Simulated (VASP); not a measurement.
# ZrC (P6_3/mmc) in VASP: a series of runs

The runs below take ZrC through single point, with r2SCAN.

Everything below comes from runs of VASP 6.6.1. Logs are shortened: lines on timing, memory, paths and dates and some standing lists are left out, and cuts for length are marked.

### Step 1. The cell of the first run

It takes space group P6_3/mmc (No. 194, hexagonal). Conventional cell: a = 3.317 Å, b = 3.317 Å, c = 5.298 Å, α = 90.00°, β = 90.00°, γ = 120.00°. Zr (site symmetry -6m2) has 6 C at 2.33 Å within 3.1 Å. C (site symmetry -3m) has 6 Zr at 2.33 Å and 2 C at 2.65 Å within 3.1 Å.

### Step 2. Single point, r2SCAN

File POSCAR:

```
ZrC
1.0
    3.3170007937      0.0000000000      0.0000000000
   -1.6585003968      2.8726069517      0.0000000000
    0.0000000000      0.0000000000      5.2983821654
Zr C
2 2
Direct
    0.3333333333      0.6666666667      0.2500000000
    0.6666666667      0.3333333333      0.7500000000
    0.0000000000      0.0000000000      0.0000000000
    0.0000000000      0.0000000000      0.5000000000
```

File INCAR.step1:

```
  ALGO = Normal
  EDIFF = 1E-4
  ENCUT = 520
  GGA = PE
  ISMEAR = 0
  LASPH = True
  LCHARG = False
  LREAL = False
  LWAVE = True
  NBANDS = 24
  NELM = 80
  PREC = Accurate
  SIGMA = 0.05
```

File INCAR.step2:

```
  ALGO = Normal
  EDIFF = 1E-6
  ENCUT = 520
  ISIF = 2
  ISMEAR = 0
  ISTART = 1
  LASPH = True
  LCHARG = False
  LMIXTAU = True
  LREAL = False
  LWAVE = False
  METAGGA = R2SCAN
  NBANDS = 24
  NELM = 80
  PREC = Accurate
  SIGMA = 0.05
```

File KPOINTS:

```
k-points
0
Gamma
  8 8 5
```

Potentials or basis: VASP PAW PBE potentials, release 64 (Zr_sv, C).

Command:

```sh
cat potpaw_PBE.64/Zr_sv/POTCAR potpaw_PBE.64/C/POTCAR > POTCAR
cp INCAR.step1 INCAR
mpirun -np 1 vasp_std > vasp.out
cp INCAR.step2 INCAR
mpirun -np 1 vasp_std > vasp.out
```

OUTCAR:

```text
EDIFF = 1E-6
   ENCUT = 520
   ISIF = 2
   ISMEAR = 0
   ISTART = 1
   LASPH = True
   LREAL = False
   METAGGA = R2SCAN
   NELM = 80
   PREC = Accurate

 ion  position               nearest neighbor table
   1  0.333  0.667  0.250-   3 2.33   4 2.33   3 2.33   4 2.33   3 2.33   4 2.33   2 3.27   2 3.27
                             2 3.27   2 3.27   2 3.27   2 3.27
   2  0.667  0.333  0.750-   3 2.33   4 2.33   3 2.33   4 2.33   3 2.33   4 2.33   1 3.27   1 3.27
                             1 3.27   1 3.27   1 3.27   1 3.27
   3  0.000  0.000  0.000-   1 2.33   2 2.33   1 2.33   2 2.33   2 2.33   1 2.33
   4  0.000  0.000  0.500-   1 2.33   2 2.33   1 2.33   2 2.33   2 2.33   1 2.33

  LATTYP: Found a hexagonal cell.
 ALAT       =     3.3170007937
 C/A-ratio  =     1.5973412414

  Lattice vectors:

 A1 = (   3.3170007937,   0.0000000000,   0.0000000000)
 A2 = (  -1.6585003968,   2.8726069517,   0.0000000000)
 A3 = (   0.0000000000,   0.0000000000,   5.2983821654)

Analysis of symmetry for initial positions (statically):
=====================================================================
 Subroutine PRICEL returns:
 Original cell was already a primitive cell.

 Routine SETGRP: Setting up the symmetry group for a
 hexagonal supercell.

 Subroutine GETGRP returns: Found 24 space group operations
 (whereof 12 operations were pure point group operations)
 out of a pool of 24 trial point group operations.

The static configuration has the point symmetry D_3d.
 The point group associated with its full space group is D_6h.

Analysis of symmetry for dynamics (positions and initial velocities):
=====================================================================
 Subroutine PRICEL returns:
 Original cell was already a primitive cell.

 Routine SETGRP: Setting up the symmetry group for a
 hexagonal supercell.

 Subroutine GETGRP returns: Found 24 space group operations
 (whereof 12 operations were pure point group operations)
 out of a pool of 24 trial point group operations.

The dynamic configuration has the point symmetry D_3d.
 The point group associated with its full space group is D_6h.

 Subroutine INISYM returns: Found 24 space group operations
 (whereof 12 operations are pure point group operations),
 and found     1 'primitive' translations

----------------------------------------------------------------------------------------

                                     Primitive cell

  volume of cell :      50.4853

  direct lattice vectors                    reciprocal lattice vectors
     3.317000794  0.000000000  0.000000000     0.301477166  0.174057923  0.000000000
    -1.658500397  2.872606952  0.000000000     0.000000000  0.348115846  0.000000000
     0.000000000  0.000000000  5.298382165     0.000000000  0.000000000  0.188736858

  length of vectors
     3.317000794  3.317000794  5.298382165     0.348115846  0.348115846  0.188736858

  position of ions in fractional coordinates (direct lattice)
     0.333333333  0.666666667  0.250000000
     0.666666667  0.333333333  0.750000000
     0.000000000  0.000000000  0.000000000
     0.000000000  0.000000000  0.500000000

  ion indices of the primitive-cell ions
   primitive index   ion index
                 1           1
                 2           2
                 3           3
                 4           4

----------------------------------------------------------------------------------------

 KPOINTS: k-points

Automatic generation of k-mesh.
 Grid dimensions read from file:
 generate k-points for:    8    8    5

 Generating k-lattice:

  Cartesian coordinates                     Fractional coordinates (reciprocal lattice)
     0.037684646  0.021757240  0.000000000     0.125000000  0.000000000  0.000000000
     0.000000000  0.043514481  0.000000000     0.000000000  0.125000000  0.000000000
     0.000000000  0.000000000  0.037747372     0.000000000  0.000000000  0.200000000

  Length of vectors
     0.043514481  0.043514481  0.037747372

  Shift w.r.t. Gamma in fractional coordinates (k-lattice)
     0.000000000  0.000000000  0.000000000

 Subroutine IBZKPT returns following result:
 ===========================================

 Found     30 irreducible k-points:

 Following reciprocal coordinates:
            Coordinates               Weight
  0.000000  0.000000  0.000000      1.000000
  0.125000  0.000000  0.000000      6.000000
  0.250000  0.000000  0.000000      6.000000
  0.375000 -0.000000  0.000000      6.000000
  0.500000  0.000000  0.000000      3.000000
  0.125000  0.125000  0.000000      6.000000
[... 16 lines left out ...]
  0.250000  0.000000  0.400000     12.000000
  0.375000 -0.000000  0.400000     12.000000
 [... further k-points ...]
   k-points           NKPTS =     30   k-points in BZ     NKDIM =     30   number of bands    NBANDS=     24
   number of dos      NEDOS =    301   number of ions     NIONS =      4
   total plane-waves  NPLWV =  31360
   dimension x,y,z NGX =    28 NGY =   28 NGZ =   40
   dimension x,y,z NGXF=    56 NGYF=   56 NGZF=   80
   ions per type =               2   2
   NGX,Y,Z   is equivalent  to a cutoff of  14.03, 14.03, 12.55 a.u.
   NGXF,Y,Z  is equivalent  to a cutoff of  28.07, 28.07, 25.10 a.u.
 SYSTEM =  unknown system
   PREC   = accura    normal or accurate (medium, high low for compatibility)
   ISTART =      1    job   : 0-new  1-cont  2-samecut
   ICHARG =      0    charge: 1-file 2-atom 10-const
   ISPIN  =      1    spin polarized calculation?
   LNONCOLLINEAR =      F non collinear calculations
   LSORBIT =      F    spin-orbit coupling
   LASPH  =      T    aspherical Exc in radial PAW
   ENCUT  =  520.0 eV  38.22 Ry    6.18 a.u.   6.17  6.17  9.85*2*pi/ulx,y,z
   NELM   =     80;   NELMIN=  2; NELMDL=  0     # of ELM steps
   EDIFF  = 0.1E-05   stopping-criterion for ELM
   LREAL  =      F    real-space projection
   EDIFFG = 0.1E-04   stopping-criterion for IOM
   NSW    =      0    number of steps for IOM
   IBRION =     -1    ionic relax: 0-MD 1-quasi-New 2-CG
   NFREE  =      0    steps in history (QN), initial steepest desc. (CG)
   ISIF   =      2    stress and relaxation
   ISYM   =      2    0-nonsym 1-usesym 2-fastsym
   POTIM  = 0.5000    time-step for ionic-motion
   TEBEG  =    0.0;   TEEND  =   0.0 temperature during run
   PSTRESS=    0.0 pullay stress
   NELECT =      32.0000    total number of electrons
   NUPDOWN=      -1.0000    fix difference up-down
   EMIN   =  10.00;   EMAX   =-10.00  energy-range for DOS
   EFERMI =   0.00;   METHOD = LEGACY
   ISMEAR =     0;   SIGMA  =   0.05  broadening in eV -4-tet -1-fermi 0-gaus
   EFERMI_NEDOS =   21; number of points for ismear=-14 and -15
   IALGO  =     38    algorithm
   IMIX   =      4    mixing-type and parameters
     AMIX     =   0.40;   BMIX     =  1.00
     AMIX_MAG =   1.60;   BMIX_MAG =  1.00
  volume/ion in A,a.u.               =      12.62        85.17
  Fermi-wavevector in a.u.,A,eV,Ry     =   1.406274  2.657472 26.906953  1.977605
  Thomas-Fermi vector in A             =   2.528650
   LORBIT       =      0    0 simple, 1 ext, 2 COOP (PROOUT), +10 PAW based schemes
   METAGGA = R2SCAN    functional components
   LHFCALC =     F    Hartree Fock is set to
   AEXX    =    0.0000 exact exchange contribution
   IVDW    =     0    specifies the selected vdW correction
   LEPSILON=     F    determine dielectric tensor
   LRPA    =     F    only Hartree local field effects (RPA)
 non-spin polarized calculation
 Gauss-broadening in eV      SIGMA  =   0.05
  energy-cutoff  :      520.00
  volume of cell :       50.49
 maximum number of plane-waves:      1387
 NGX is ok and might be reduce to    28
   NGX = 13   NGY = 13   NGZ = 19

 number of electron      32.0000000 magnetization

 Free energy of the ion-electron system (eV)
  ---------------------------------------------------
  ext. energy  EPLUGINS =         0.00000000
  ---------------------------------------------------
  free energy    TOTEN  =       -68.59459267 eV

  energy without entropy =      -68.59400344  energy(sigma->0) =      -68.59429806

 E-fermi :  10.3131     XC(G=0): -13.1205

 val. band max:       10.2391438381   @ k =   0.1250   0.1250   0.2000
 cond. band min:      10.3581052565   @ k =   0.2500   0.2500   0.2000
 fundamental gap:      0.1189614185
 Fermi energy:        10.3131067240

 k-point     1 :       0.0000    0.0000    0.0000
  band No.  band energies     occupation
      1     -39.6398      2.00000
      2     -39.5074      2.00000
      3     -17.6023      2.00000
      4     -16.7495      2.00000
      5     -16.7495      2.00000
      6     -16.6543      2.00000
[... 16 lines left out ...]
     23      15.3136      0.00000
     24      18.3474      0.00000

 k-point     2 :       0.1250    0.0000    0.0000
  band No.  band energies     occupation
      1     -39.6244      2.00000
      2     -39.5009      2.00000
      3     -17.5477      2.00000
      4     -16.8662      2.00000
      5     -16.7914      2.00000
      6     -16.7573      2.00000
[... 16 lines left out ...]
     23      16.1166      0.00000
     24      17.6412      0.00000

 k-point     3 :       0.2500    0.0000    0.0000
  band No.  band energies     occupation
      1     -39.5855      2.00000
      2     -39.4867      2.00000
      3     -17.4018      2.00000
      4     -17.1493      2.00000
      5     -16.9861      2.00000
      6     -16.8774      2.00000
[... 16 lines left out ...]
     23      16.6115      0.00000
     24      16.8796      0.00000
[... 514 lines left out ...]
 k-point    23 :       0.2500    0.0000    0.4000
  band No.  band energies     occupation
      1     -39.5515      2.00000
      2     -39.5210      2.00000
      3     -17.3140      2.00000
      4     -17.1973      2.00000
      5     -16.9092      2.00000
      6     -16.8105      2.00000
[... 16 lines left out ...]
     23      17.1798      0.00000
     24      17.2635      0.00000

 k-point    24 :       0.3750   -0.0000    0.4000
  band No.  band energies     occupation
      1     -39.5194      2.00000
      2     -39.4993      2.00000
      3     -17.4792      2.00000
      4     -17.4046      2.00000
      5     -16.9029      2.00000
      6     -16.8722      2.00000
[... 16 lines left out ...]
     23      17.3343      0.00000
     24      17.7405      0.00000

 [... further k-points ...]

------------------------ aborting loop because EDIFF is reached ----------------------------------------

  FORCE on cell =-STRESS in cart. coord.  units (eV):
  Direction    XX          YY          ZZ          XY          YZ          ZX
  --------------------------------------------------------------------------------------
  -------------------------------------------------------------------------------------
  Total        2.5887978      2.5887978      2.6033893      0.0000000      0.0000000      0.0000000
  in kB       82.1568249     82.1568249     82.6198939      0.0000000      0.0000000      0.0000000
  external PRESSURE =      82.3111812 kB  Pullay stress =       0.0000000 kB

 VOLUME and BASIS-vectors are now :
 -----------------------------------------------------------------------------
  energy-cutoff  :      520.00
  volume of cell :       50.49
      direct lattice vectors                 reciprocal lattice vectors
     3.317000794  0.000000000  0.000000000     0.301477166  0.174057923  0.000000000
    -1.658500397  2.872606952  0.000000000     0.000000000  0.348115846  0.000000000
     0.000000000  0.000000000  5.298382165     0.000000000  0.000000000  0.188736858

 POSITION                                       TOTAL-FORCE (eV/Angst)
 -----------------------------------------------------------------------------------
     -0.00000      1.91507      1.32460        -0.000000      0.000000      0.000000
      1.65850      0.95754      3.97379        -0.000000      0.000000      0.000000
      0.00000      0.00000      0.00000         0.000000      0.000000      0.000000
      0.00000      0.00000      2.64919         0.000000      0.000000      0.000000
 -----------------------------------------------------------------------------------
    total drift:                               -0.000000      0.000000     -0.000000

  FREE ENERGIE OF THE ION-ELECTRON SYSTEM (eV)
  ---------------------------------------------------
  free  energy   TOTEN  =       -68.5945926683 eV

  energy  without entropy=      -68.5940034425  energy(sigma->0) =      -68.59429806
```

Run time: 4 min. Hardware: 1 thread of Intel Xeon 8259CL, shared host; peak memory 0.19 GiB.

What came out:

```yaml
Free_energy: -68.5946 eV
Pressure: 8.2 GPa
Band_gap_on_the_k_mesh: zero (bands 16 and 17 overlap by 1.13 eV)
```

Levels at points of the mesh, in eV from the Fermi level:
| k point | band 12 | band 13 | band 14 | band 15 | band 16 | band 17 | band 18 | band 19 | band 20 | band 21 |
| --- | --- | --- | --- | --- | --- | --- | --- | --- | --- | --- |
| (0.00, 0.00, 0.00) | -2.98 | -2.98 | -1.26 | -1.26 | 1.06 | 1.45 | 1.45 | 2.00 | 2.00 | 2.32 |
| (0.50, 0.00, 0.00) | -3.64 | -3.49 | -3.23 | -1.47 | -0.79 | 1.40 | 4.54 | 4.71 | 4.84 | 5.05 |

Caveat: the cell stands under pressure; the PAW data sets were made with another functional, which shifts forces and pressure a little.

### Step 3. Single point, r2SCAN

This run uses another cell than the first one, of 12.72 Å³/atom.

File POSCAR:

```
ZrC
1.0
    3.3257566890      0.0000000000      0.0000000000
   -1.6628783445      2.8801897795      0.0000000000
    0.0000000000      0.0000000000      5.3124733778
Zr C
2 2
Direct
    0.3333333333      0.6666666667      0.2500000000
    0.6666666667      0.3333333333      0.7500000000
    0.0000000000      0.0000000000      0.0000000000
    0.0000000000      0.0000000000      0.5000000000
```

File INCAR.step1:

```
SYSTEM = ZrC
PREC = Accurate
ENCUT = 520
ISMEAR = 0
SIGMA = 0.05
LREAL = .FALSE.
LASPH = .TRUE.
NELM = 80
NBANDS = 24
GGA = PE
ALGO = Normal
EDIFF = 1E-4
LWAVE = .TRUE.
LCHARG = .FALSE.
```

File INCAR.step2:

```
SYSTEM = ZrC
PREC = Accurate
ENCUT = 520
EDIFF = 1E-6
ISMEAR = 0
SIGMA = 0.05
LREAL = .FALSE.
LASPH = .TRUE.
NELM = 80
ALGO = Normal
ISIF = 2
LWAVE = .FALSE.
LCHARG = .FALSE.
METAGGA = R2SCAN
LMIXTAU = .TRUE.
NBANDS = 24
ISTART = 1
```

File KPOINTS:

```
Automatic mesh
0
G
  8 8 5
  0 0 0
```

Potentials or basis: VASP PAW PBE potentials, release 64 (Zr_sv, C).

Command:

```sh
cat potpaw_PBE.64/Zr_sv/POTCAR potpaw_PBE.64/C/POTCAR > POTCAR
cp INCAR.step1 INCAR
mpirun -np 1 vasp_std > vasp.out
cp INCAR.step2 INCAR
mpirun -np 1 vasp_std > vasp.out
```

It took 4.9 min on 1 thread of Intel Xeon 8259CL, shared host; peak memory 0.19 GiB.

It converged, with:

```
Free energy            : -68.6128 eV
Pressure               : 6.2 GPa
Band gap on the k mesh : zero (bands 16 and 17 overlap by 1.12 eV)
```

Levels at points of the mesh, in eV from the Fermi level:
```tsv
k point	band 14	band 15	band 16	band 17	band 18	band 19
(0.00, 0.00, 0.00)	-1.25	-1.25	1.05	1.44	1.44	1.98
(0.50, 0.00, 0.00)	-3.22	-1.46	-0.80	1.38	4.49	4.66
```

Caveat: the cell stands under pressure; the PAW data sets were made with another functional, which shifts forces and pressure a little.

(Part 1 of 2 ends here.)
